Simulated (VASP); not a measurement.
Write the native input for VASP 6.6.1 that does the following.

```
Task                   : single point
Functional             : PBE
Potentials or basis    : VASP PAW PBE potentials, release 64 (C)
Cutoff                 : 520 eV
k mesh                 : 1 × 1 × 23
Occupations            : gaussian, width 0.05 eV
Spin                   : collinear spin, ferromagnetic start
Starting moments       : [0.5, 0.5] μB
Dipole correction      : no
Further INCAR settings : ALGO = Normal; EDIFF = 1e-07; NBANDS = 15
```

The structure of C lies in POSCAR:

```
C
1.0
    9.0000000000      0.0000000000      0.0000000000
    0.0000000000      9.3000000000      0.0000000000
    0.0000000000      0.0000000000      2.5649297230
C
2
Direct
    0.5000000000      0.5000000000     -0.0173777143
    0.5000000000      0.5000000000      0.4823777143
```

The input as run:

INCAR

```
SYSTEM = C
PREC = Accurate
ENCUT = 520
EDIFF = 1E-7
ISMEAR = 0
SIGMA = 0.05
LREAL = .False.
LASPH = .True.
NELM = 150
ALGO = Normal
ISIF = 2
LWAVE = .False.
LCHARG = .False.
ISPIN = 2
MAGMOM = 0.5 0.5
LORBIT = 11
GGA = PE
NBANDS = 15
```

KPOINTS

```
regular mesh
0
Gamma
  1 1 23
  0 0 0
```

Potentials or basis: VASP PAW PBE potentials, release 64 (C).

Launch:

```sh
$ cat potpaw_PBE.64/C/POTCAR > POTCAR
$ mpirun -np 1 vasp_std > vasp.out
```

It gave:

The largest force is 0.009 eV/Å and the band gap on the k mesh is 0.91 eV. The net moment is 0.00 μB per cell. The valence electrons inside the program's atomic spheres are C 2.68.

Run time: 58 s on 1 thread of Intel(R) Xeon(R) Platinum 8559C (Emerald Rapids), on a shared host, peak memory 0.38 GiB.
